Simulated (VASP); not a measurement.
CdS5:

```
CELL_PARAMETERS angstrom
7.69383 0.00000 0.00000
-3.84691 6.66305 0.00000
0.00000 0.00000 2.97388
ATOMIC_POSITIONS crystal
Cd 0.00000 0.00000 0.00000
S 0.50000 0.00000 0.50000
S 0.00000 0.50000 0.50000
S 0.50000 0.50000 0.50000
S 0.33333 0.66667 0.50000
S 0.66667 0.33333 0.50000
```

The cell was built from a structure type or drawn by symmetry, and may not be a known phase.

```yaml
Program: VASP 6.6.1
Task: relaxation of cell and atoms
Functional: PBE
Potentials_or_basis: VASP PAW PBE potentials, release 64 (Cd, S)
Cutoff: 600 eV
k_mesh: 3 × 3 × 6
Occupations: gaussian, width 0.1 eV
Spin: no spin polarisation
```

At the start: pressure -0.4 GPa; volume 25.41 Å³/atom.

Task: How do energy, volume and symmetry change on relaxing?

Result: Over 19 steps the energy falls by 35.9 meV/atom and the volume is 24.70 Å³/atom (-2.8 %); space group P6/mmm (No. 191, to 0.1 Å) before and after.

Step by step:
```
step  energy change (eV)  largest force (eV/Å)  pressure (GPa)  volume (Å³)
   1              0.0000                0.0000           -0.41       152.45
   2             -0.0070                0.0000           -0.13       151.01
   3             -0.0103                0.0000            0.13       149.87
   4             -0.0210                0.0000            0.69       147.60
   5             -0.0166                0.0000            2.06       143.08
   6             -0.0258                0.0000            1.34       145.26
   7             -0.0253                0.0000            0.97       146.55
   8             -0.0264                0.0000            1.17       145.83
   9             -0.0292                0.0000            1.19       145.66
  10             -0.0343                0.0000            1.26       145.24
  11             -0.0520                0.0000            1.48       144.37
  12             -0.1413                0.0000            2.11       142.53
  13              0.0530                0.0000            4.75       138.44
  14             -0.1602                0.0000            2.61       141.40
  15             -0.1671                0.0000            2.38       142.16
  16             -0.1673                0.0000            2.41       142.04
  17             -0.1844                0.0000            1.90       143.23
  18             -0.2128                0.0000            0.51       146.87
  19             -0.2151                0.0000            0.04       148.22
```

Final structure:
```cif
data_structure
_symmetry_space_group_name_H-M 'P 1'
_symmetry_Int_Tables_number 1
_cell_length_a 7.9910
_cell_length_b 7.9910
_cell_length_c 2.6803
_cell_angle_alpha 90.000
_cell_angle_beta 90.000
_cell_angle_gamma 120.000
_cell_volume 148.22
loop_
_atom_site_label
_atom_site_type_symbol
_atom_site_fract_x
_atom_site_fract_y
_atom_site_fract_z
_atom_site_occupancy
Cd1 Cd 0.00000 0.00000 0.00000 1
S1 S 0.50000 0.00000 0.50000 1
S2 S 0.00000 0.50000 0.50000 1
S3 S 0.50000 0.50000 0.50000 1
S4 S 0.33333 0.66667 0.50000 1
S5 S 0.66667 0.33333 0.50000 1
```
